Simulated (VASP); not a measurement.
# HPb32 (a cell with a defect) in VASP: relaxation of the atoms with PBE+D3(BJ)

Aim: the relaxation of the atoms of HPb32 (a cell with a defect) with PBE+D3(BJ).

Program: VASP 6.6.1. These are calculated values, not measurements. Logs are shortened: lines on timing, memory, paths and dates and some standing lists are left out, and cuts for length are marked.

### Step 1. The cell of the first run

The cell holds a defect, 33 atoms: a = 9.900 Å, b = 9.900 Å, c = 9.900 Å, α = 90.00°, β = 90.00°, γ = 90.00°.

### Step 2. Relaxation of the atoms, PBE+D3(BJ)

The input, INCAR:

```
  PREC = Accurate
  ENCUT = 520
  EDIFF = 1E-6
  ISMEAR = -1
  SIGMA = 0.15
  LREAL = Auto
  LASPH = True
  NELM = 80
  ALGO = Normal
  ISIF = 2
  LWAVE = False
  LCHARG = False
  GGA = PE
  IVDW = 12
  IBRION = 2
  NSW = 45
  EDIFFG = -0.08
```

The input, KPOINTS:

```
Automatic mesh
0
Gamma
  1 1 1
```

The input, POSCAR:

```
HPb32
1.0
    9.9000000000      0.0000000000      0.0000000000
    0.0000000000      9.9000000000      0.0000000000
    0.0000000000      0.0000000000      9.9000000000
Pb H
32 1
Direct
    0.5000000000      0.0000000000      0.0000000000
    0.7500000000      0.2500000000      0.0000000000
    0.7500000000      0.0000000000      0.2500000000
    0.0000000000      0.0000000000      0.0000000000
    0.2500000000      0.2500000000      0.0000000000
    0.5000000000      0.5000000000      0.0000000000
    0.7500000000      0.7500000000      0.0000000000
    0.2500000000      0.0000000000      0.2500000000
    0.5000000000      0.2500000000      0.2500000000
    0.7500000000      0.5000000000      0.2500000000
    0.5000000000      0.0000000000      0.5000000000
    0.7500000000      0.2500000000      0.5000000000
    0.7500000000      0.0000000000      0.7500000000
    0.0000000000      0.5000000000      0.0000000000
    0.2500000000      0.7500000000      0.0000000000
    0.0000000000      0.2500000000      0.2500000000
    0.2500000000      0.5000000000      0.2500000000
    0.5000000000      0.7500000000      0.2500000000
    0.0000000000      0.0000000000      0.5000000000
    0.2500000000      0.2500000000      0.5000000000
    0.5000000000      0.5000000000      0.5000000000
    0.7500000000      0.7500000000      0.5000000000
    0.2500000000      0.0000000000      0.7500000000
    0.5000000000      0.2500000000      0.7500000000
    0.7500000000      0.5000000000      0.7500000000
    0.0000000000      0.7500000000      0.2500000000
    0.0000000000      0.5000000000      0.5000000000
    0.2500000000      0.7500000000      0.5000000000
    0.0000000000      0.2500000000      0.7500000000
    0.2500000000      0.5000000000      0.7500000000
    0.5000000000      0.7500000000      0.7500000000
    0.0000000000      0.7500000000      0.7500000000
    0.3766120000      0.3759641000      0.6266106000
```

Potentials or basis: VASP PAW PBE potentials, release 64 (Pb_d, H).

The run is started by

```bash
$ cat potpaw_PBE.64/Pb_d/POTCAR potpaw_PBE.64/H/POTCAR > POTCAR
$ mpirun -np 2 vasp_gam > vasp.out
```

OUTCAR:

```text
PREC = Accurate
   ENCUT = 520
   EDIFF = 1E-6
   ISMEAR = -1
   LREAL = Auto
   LASPH = True
   NELM = 80
   ISIF = 2
   GGA = PE
   IVDW = 12
   IBRION = 2
   NSW = 45
   EDIFFG = -0.08
 IVDW          = 12

 ion  position               nearest neighbor table
   1  0.500  0.000  0.000-   2 3.50   3 3.50   5 3.50   7 3.50   8 3.50   9 3.50  13 3.50  15 3.50
                            18 3.50  23 3.50  24 3.50  31 3.50
   2  0.750  0.250  0.000-   1 3.50   3 3.50   4 3.50   6 3.50   9 3.50  10 3.50  13 3.50  14 3.50
                            16 3.50  24 3.50  25 3.50  29 3.50
   3  0.750  0.000  0.250-   1 3.50   2 3.50   4 3.50   7 3.50   9 3.50  11 3.50  12 3.50  16 3.50
                            18 3.50  19 3.50  22 3.50  26 3.50
   4  0.000  0.000  0.000-   2 3.50   3 3.50   5 3.50   7 3.50   8 3.50  13 3.50  15 3.50  16 3.50
                            23 3.50  26 3.50  29 3.50  32 3.50
   5  0.250  0.250  0.000-   1 3.50   4 3.50   6 3.50   8 3.50   9 3.50  14 3.50  16 3.50  17 3.50
                            23 3.50  24 3.50  29 3.50  30 3.50
   6  0.500  0.500  0.000-   2 3.50   5 3.50   7 3.50   9 3.50  10 3.50  15 3.50  17 3.50  18 3.50
                            24 3.50  25 3.50  30 3.50  31 3.50
   7  0.750  0.750  0.000-   1 3.50   3 3.50   4 3.50   6 3.50  10 3.50  13 3.50  14 3.50  18 3.50
                            25 3.50  26 3.50  31 3.50  32 3.50
   8  0.250  0.000  0.250-   1 3.50   4 3.50   5 3.50   9 3.50  11 3.50  15 3.50  16 3.50  18 3.50
                            19 3.50  20 3.50  26 3.50  28 3.50
   9  0.500  0.250  0.250-   1 3.50   2 3.50   3 3.50   5 3.50   6 3.50   8 3.50  10 3.50  11 3.50
[... 32 lines left out ...]
                            27 3.50  29 3.50  31 3.50  32 3.50
  26  0.000  0.750  0.250-   3 3.50   4 3.50   7 3.50   8 3.50  10 3.50  14 3.50  15 3.50  17 3.50
                            19 3.50  22 3.50  27 3.50  28 3.50
  27  0.000  0.500  0.500-  10 3.50  12 3.50  16 3.50  17 3.50  20 3.50  22 3.50  25 3.50  26 3.50
                            28 3.50  29 3.50  30 3.50  32 3.50
  28  0.250  0.750  0.500-   8 3.50  11 3.50  17 3.50  18 3.50  19 3.50  21 3.50  23 3.50  26 3.50
                            27 3.50  30 3.50  31 3.50  32 3.50
  29  0.000  0.250  0.750-   2 3.50   4 3.50   5 3.50  12 3.50  13 3.50  14 3.50  19 3.50  20 3.50
                            23 3.50  25 3.50  27 3.50  30 3.50
  30  0.250  0.500  0.750-  33 2.14   6 3.50  14 3.50  15 3.50  20 3.50  21 3.50  24 3.50  27 3.50
                            28 3.50  29 3.50  31 3.50  32 3.50   5 3.50
  31  0.500  0.750  0.750-   1 3.50   6 3.50   7 3.50  11 3.50  13 3.50  15 3.50  21 3.50  22 3.50
                            23 3.50  25 3.50  28 3.50  30 3.50
  32  0.000  0.750  0.750-   4 3.50   7 3.50  13 3.50  14 3.50  15 3.50  19 3.50  22 3.50  23 3.50
                            25 3.50  27 3.50  28 3.50  30 3.50
  33  0.377  0.376  0.627-  24 2.13  21 2.14  30 2.14  20 2.17

  LATTYP: Found a simple cubic cell.
 ALAT       =     9.9000000000

  Lattice vectors:

 A1 = (   9.9000000000,   0.0000000000,   0.0000000000)
 A2 = (   0.0000000000,   9.9000000000,   0.0000000000)
 A3 = (   0.0000000000,   0.0000000000,   9.9000000000)

Analysis of symmetry for initial positions (statically):
=====================================================================
 Subroutine PRICEL returns:
 Original cell was already a primitive cell.

 Routine SETGRP: Setting up the symmetry group for a
 simple cubic supercell.

 Subroutine GETGRP returns: Found  2 space group operations
 (whereof  1 operations were pure point group operations)
 out of a pool of 48 trial point group operations.

The static configuration has the point symmetry C_1 .
 The point group associated with its full space group is C_1h.

Analysis of symmetry for dynamics (positions and initial velocities):
=====================================================================
 Subroutine PRICEL returns:
 Original cell was already a primitive cell.

 Routine SETGRP: Setting up the symmetry group for a
 simple cubic supercell.

 Subroutine GETGRP returns: Found  2 space group operations
 (whereof  1 operations were pure point group operations)
 out of a pool of 48 trial point group operations.

The dynamic configuration has the point symmetry C_1 .
 The point group associated with its full space group is C_1h.

 Subroutine INISYM returns: Found  2 space group operations
 (whereof  1 operations are pure point group operations),
 and found     1 'primitive' translations

----------------------------------------------------------------------------------------

                                     Primitive cell

  volume of cell :     970.2990

  direct lattice vectors                    reciprocal lattice vectors
     9.900000000  0.000000000  0.000000000     0.101010101  0.000000000  0.000000000
     0.000000000  9.900000000  0.000000000     0.000000000  0.101010101  0.000000000
     0.000000000  0.000000000  9.900000000     0.000000000  0.000000000  0.101010101

  length of vectors
     9.900000000  9.900000000  9.900000000     0.101010101  0.101010101  0.101010101

  position of ions in fractional coordinates (direct lattice)
     0.500000000  0.000000000  0.000000000
     0.750000000  0.250000000  0.000000000
     0.750000000  0.000000000  0.250000000
     0.000000000  0.000000000  0.000000000
     0.250000000  0.250000000  0.000000000
     0.500000000  0.500000000  0.000000000
[... 25 lines left out ...]
     0.000000000  0.750000000  0.750000000
     0.376612000  0.375964100  0.626610600

  ion indices of the primitive-cell ions
   primitive index   ion index
                 1           1
                 2           2
                 3           3
                 4           4
                 5           5
                 6           6
[... 25 lines left out ...]
                32          32
                33          33

----------------------------------------------------------------------------------------

 KPOINTS: Automatic mesh

Automatic generation of k-mesh.
 Grid dimensions read from file:
 generate k-points for:    1    1    1

 Generating k-lattice:

  Cartesian coordinates                     Fractional coordinates (reciprocal lattice)
     0.101010101  0.000000000  0.000000000     1.000000000  0.000000000  0.000000000
     0.000000000  0.101010101  0.000000000     0.000000000  1.000000000  0.000000000
     0.000000000  0.000000000  0.101010101     0.000000000  0.000000000  1.000000000

  Length of vectors
     0.101010101  0.101010101  0.101010101

  Shift w.r.t. Gamma in fractional coordinates (k-lattice)
     0.000000000  0.000000000  0.000000000

 Subroutine IBZKPT returns following result:
 ===========================================

 Found      1 irreducible k-points:

 Following reciprocal coordinates:
            Coordinates               Weight
  0.000000  0.000000  0.000000      1.000000
   k-points           NKPTS =      1   k-points in BZ     NKDIM =      1   number of bands    NBANDS=    270
   number of dos      NEDOS =    301   number of ions     NIONS =     33
   total plane-waves  NPLWV = 512000
   dimension x,y,z NGX =    80 NGY =   80 NGZ =   80
   dimension x,y,z NGXF=   160 NGYF=  160 NGZF=  160
   ions per type =              32   1
   NGX,Y,Z   is equivalent  to a cutoff of  13.43, 13.43, 13.43 a.u.
   NGXF,Y,Z  is equivalent  to a cutoff of  26.87, 26.87, 26.87 a.u.
 SYSTEM =  unknown system
   PREC   = accura    normal or accurate (medium, high low for compatibility)
   ISTART =      0    job   : 0-new  1-cont  2-samecut
   ICHARG =      2    charge: 1-file 2-atom 10-const
   ISPIN  =      1    spin polarized calculation?
   LNONCOLLINEAR =      F non collinear calculations
   LSORBIT =      F    spin-orbit coupling
   LASPH  =      T    aspherical Exc in radial PAW
   ENCUT  =  520.0 eV  38.22 Ry    6.18 a.u.  18.41 18.41 18.41*2*pi/ulx,y,z
   NELM   =     80;   NELMIN=  2; NELMDL= -5     # of ELM steps
   EDIFF  = 0.1E-05   stopping-criterion for ELM
   LREAL  =      T    real-space projection
   EDIFFG = -.8E-01   stopping-criterion for IOM
   NSW    =     45    number of steps for IOM
   IBRION =      2    ionic relax: 0-MD 1-quasi-New 2-CG
   NFREE  =      1    steps in history (QN), initial steepest desc. (CG)
   ISIF   =      2    stress and relaxation
   ISYM   =      2    0-nonsym 1-usesym 2-fastsym
   POTIM  = 0.5000    time-step for ionic-motion
   TEBEG  =    0.0;   TEEND  =   0.0 temperature during run
   PSTRESS=    0.0 pullay stress
   NELECT =     449.0000    total number of electrons
   NUPDOWN=      -1.0000    fix difference up-down
   EMIN   =  10.00;   EMAX   =-10.00  energy-range for DOS
   EFERMI =   0.00;   METHOD = LEGACY
   ISMEAR =    -1;   SIGMA  =   0.15  broadening in eV -4-tet -1-fermi 0-gaus
   EFERMI_NEDOS =   21; number of points for ismear=-14 and -15
   IALGO  =     38    algorithm
   IMIX   =      4    mixing-type and parameters
     AMIX     =   0.40;   BMIX     =  1.00
     AMIX_MAG =   1.60;   BMIX_MAG =  1.00
  volume/ion in A,a.u.               =      29.40       198.42
  Fermi-wavevector in a.u.,A,eV,Ry     =   1.266257  2.392878 21.815663  1.603406
  Thomas-Fermi vector in A             =   2.399467
   LORBIT       =      0    0 simple, 1 ext, 2 COOP (PROOUT), +10 PAW based schemes
   GGA     = PE    functional components
   LHFCALC =     F    Hartree Fock is set to
   AEXX    =    0.0000 exact exchange contribution
   IVDW    =    12    specifies the selected vdW correction
   LEPSILON=     F    determine dielectric tensor
   LRPA    =     F    only Hartree local field effects (RPA)
 conjugate gradient relaxation of ions
 non-spin polarized calculation
  energy-cutoff  :      520.00
  volume of cell :      970.30
 maximum number of plane-waves:     13001
 NGX is ok and might be reduce to    80
   NGX = 37   NGY = 37   NGZ = 37

--------------------------------------- Ionic step        1  -------------------------------------------

 number of electron     448.9999898 magnetization

 Free energy of the ion-electron system (eV)
  ---------------------------------------------------
  ext. energy  EPLUGINS =         0.00000000
  ---------------------------------------------------
  free energy    TOTEN  =      -109.53725441 eV

  energy without entropy =     -108.20398963  energy(sigma->0) =     -108.87062202

------------------------ aborting loop because EDIFF is reached ----------------------------------------

 Edisp (eV)  -13.23480

 E8    (eV) :    -6.6871
[... 198 lines left out ...]
  FREE ENERGIE OF THE ION-ELECTRON SYSTEM (eV)
  ---------------------------------------------------
  free  energy   TOTEN  =      -123.0006037156 eV

  energy  without entropy=     -121.7544741975  energy(sigma->0) =     -122.37753896

[... ionic steps 4 to 12 ...]

--------------------------------------- Ionic step       13  -------------------------------------------

 number of electron     449.0000064 magnetization

------------------------ aborting loop because EDIFF is reached ----------------------------------------
[... 137 lines left out ...]
--------------------------------------- Ionic step       15  -------------------------------------------

 number of electron     449.0000086 magnetization

 Free energy of the ion-electron system (eV)
  ---------------------------------------------------
  ext. energy  EPLUGINS =         0.00000000
  ---------------------------------------------------
  free energy    TOTEN  =      -109.93765651 eV

  energy without entropy =     -109.03719212  energy(sigma->0) =     -109.48742432

 E-fermi :   7.2041     XC(G=0): -10.1746

 val. band max:        6.8604016417   @ k =   0.0000   0.0000   0.0000
 cond. band min:       7.6147701257   @ k =   0.0000   0.0000   0.0000
 fundamental gap:      0.7543684840
 Fermi energy:         7.2041144501

 k-point     1 :       0.0000    0.0000    0.0000
  band No.  band energies     occupation
      1      -9.9408      2.00000
      2      -9.9255      2.00000
      3      -9.9255      2.00000
      4      -9.8584      2.00000
      5      -9.8577      2.00000
      6      -9.8577      2.00000
[... 228 lines left out ...]
    235       7.7243      0.06049
    236       7.7618      0.04741
 [bands above 236 left out]

------------------------ aborting loop because EDIFF is reached ----------------------------------------

 Edisp (eV)  -13.23398

 E8    (eV) :    -6.6867
[... 56 lines left out ...]
  FREE ENERGIE OF THE ION-ELECTRON SYSTEM (eV)
  ---------------------------------------------------
  free  energy   TOTEN  =      -123.1716371216 eV

  energy  without entropy=     -122.2711727372  energy(sigma->0) =     -122.72140493

 reached required accuracy - stopping structural energy minimisation
```

Wall time 43 min (2 MPI ranks of AMD EPYC 7R43 (Zen 3), shared host); peak memory 0.61 GiB.

Results:

```yaml
Free_energy: -123.1716 eV
Energy_gained_by_relaxing: 12.1 meV/atom
Ionic_steps: 15
Pressure_after_relaxing: 2.5 GPa
Largest_force_after_relaxing: 0.055 eV/Å
Band_gap_on_the_k_mesh: zero (an odd number of electrons rules out a gap without spin polarisation)
Dispersion_energy_per_atom: -0.401 eV
```

Forces on the atoms (eV/Å):
```
Pb  -0.038  0.005 -0.009
Pb  -0.012  0.037 -0.012
Pb   0.007 -0.007 -0.008
Pb  -0.008 -0.007  0.007
Pb  -0.014 -0.015  0.051
Pb   0.016  0.016  0.051
Pb   0.007  0.007  0.007
Pb   0.046  0.006  0.004
Pb   0.016 -0.012 -0.049
Pb  -0.010 -0.038  0.006
Pb   0.015 -0.049 -0.012
Pb   0.051 -0.015 -0.014
Pb  -0.009  0.005 -0.038
Pb   0.006 -0.038 -0.010
Pb   0.037 -0.013 -0.015
Pb   0.004  0.046  0.004
Pb  -0.011  0.016 -0.047
Pb  -0.038 -0.009  0.006
Pb   0.004  0.006  0.046
Pb  -0.027 -0.025 -0.027
Pb   0.030  0.029 -0.032
Pb  -0.015 -0.013  0.037
Pb  -0.012 -0.049  0.015
Pb   0.029 -0.033  0.029
Pb   0.051  0.016  0.016
Pb  -0.007  0.008 -0.007
Pb  -0.047  0.016 -0.011
Pb  -0.015  0.051 -0.015
Pb  -0.049 -0.012  0.016
Pb  -0.032  0.029  0.030
Pb   0.016  0.050  0.016
Pb   0.006 -0.009 -0.038
H    0.004  0.004  0.004
```

The path:
```tsv
step	energy change (eV)	largest force (eV/Å)	pressure (GPa)
1	0.0000	0.5985	2.13
2	-0.0819	0.4475	2.21
3	-0.2286	0.1861	2.21
4	-0.1448	0.4374	2.36
5	-0.2491	0.1630	2.23
6	-0.2497	0.1648	2.23
7	-0.2773	0.1249	2.23
8	-0.3067	0.1055	2.26
9	-0.3257	0.0883	2.27
10	-0.3611	0.1338	2.36
11	-0.3634	0.1636	2.41
12	-0.3776	0.1313	2.44
13	-0.3834	0.0980	2.66
14	-0.3893	0.0857	2.55
15	-0.3996	0.0554	2.55
```

Final structure:
```
Pb H
1.0
     9.90000    0.00000    0.00000
     0.00000    9.90000    0.00000
     0.00000    0.00000    9.90000
Pb H
32 1
Direct
  0.50953 0.99713 0.00233
  0.75275 0.24018 0.00275
  0.75784 0.99231 0.24237
  0.99237 0.99231 0.00784
  0.25810 0.25803 0.00281
  0.49204 0.49192 0.00337
  0.75810 0.75807 0.00810
  0.23966 0.99765 0.24751
  0.49215 0.25821 0.24727
  0.75235 0.50957 0.24713
  0.49225 0.99731 0.50828
  0.75281 0.25803 0.50810
  0.75233 0.99713 0.75953
  0.99713 0.50957 0.00235
  0.24013 0.75279 0.00276
  0.99758 0.23965 0.24758
  0.25827 0.49215 0.24738
  0.50956 0.75237 0.24719
  0.99751 0.99765 0.48966
  0.23839 0.23836 0.48839
  0.51155 0.51157 0.48824
  0.75276 0.75279 0.49013
  0.25828 0.99731 0.74225
  0.51160 0.23831 0.76160
  0.75337 0.49192 0.74204
  0.99238 0.75773 0.24238
  0.99738 0.49215 0.50827
  0.25807 0.75275 0.50807
  0.99727 0.25821 0.74215
  0.23824 0.51157 0.76155
  0.49195 0.75338 0.74195
  0.99719 0.75237 0.75956
  0.37569 0.37550 0.62569
```

Caveat: the k points lie up to 0.63 Å⁻¹ apart, too coarse for converged energies and pressures of a metal; spin-orbit coupling is left out, which moves the levels of the heavy elements; the relaxation stopped at a loose force limit of 0.08 eV/Å, so its end isn't a converged minimum.

The gap in the log of VASP goes by the Fermi energy; the results here count the filled bands.